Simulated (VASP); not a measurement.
A run of VASP 6.6.1 is set up as follows.

The input INCAR:

```
PREC = Accurate
ENCUT = 520
EDIFF = 1E-7
ISMEAR = 0
SIGMA = 0.02
LREAL = F
LASPH = T
ALGO = Normal
NELM = 100
ISIF = 2
LWAVE = F
LCHARG = F
IVDW = 2
LVDWSCS = T
```

File KPOINTS:

```
k-points
0
Gamma
  5 5 3
```

File POSCAR:

```
CuI
1.0
    4.0901961900      0.0000000000      0.0000000000
    0.0000000000      4.0901961900      0.0000000000
    0.0000000000      0.0000000000      6.5514580400
I Cu
2 2
Direct
    0.0000000000      0.5000000000      0.7430343600
    0.5000000000      0.0000000000      0.2569656400
    0.0000000000      0.0000000000      0.0000000000
    0.5000000000      0.5000000000      0.0000000000
```

Potentials or basis: VASP PAW PBE potentials, release 64 (I, Cu).

Command:

```console
$ cat potpaw_PBE.64/I/POTCAR potpaw_PBE.64/Cu/POTCAR > POTCAR
$ mpirun -np 1 vasp_std > vasp.out
```

(1) What does it give for the pressure?

(2) Estimate the largest force.

(3) Predict the dispersion energy per atom.

(4) What does it give for the band gap on the k mesh?

## Answers

(1) -0.1 GPa.

(2) 0.210 eV/Å.

(3) -0.218 eV.

(4) 1.62 eV.

Caveat: spin-orbit coupling is left out, which moves the levels of the heavy elements.
